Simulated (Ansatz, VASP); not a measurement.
# One calculation of O, two programs

```
CELL_PARAMETERS angstrom
0.00000 1.48022 1.48022
1.48022 0.00000 1.48022
1.48022 1.48022 0.00000
ATOMIC_POSITIONS crystal
O 0.00000 0.00000 0.00000
```

Alike in both runs: task single point; functional LDA; k mesh 18 × 18 × 18; occupations fermi-dirac, width 0.08 eV; collinear spin.

|  | VASP | Ansatz |
| --- | --- | --- |
| version | VASP 6.6.1 | Ansatz 0.2.0 |
| potentials or method | VASP PAW LDA potentials, release 64 (O) | PAW with Ansatz's default frozen-core files, scalar-relativistic |
| plane-wave cutoff (eV) | 520 | 420 |
| valence electrons in the cell | 6 | 6 |

```csv
,VASP,Ansatz,Ansatz less VASP
gap on the k mesh at the Fermi level (eV),none,none,-
pressure (GPa),26.6,26.6,-0.06
net moment per atom (μB),0.00,0.00,-0.001
```

LDA's correlation is that of Perdew and Zunger in VASP and of Perdew and Wang (1992) in Ansatz. A gap of «none» marks a metal or a gap that the smearing closes. Ansatz's warnings: seeded moment not kept.
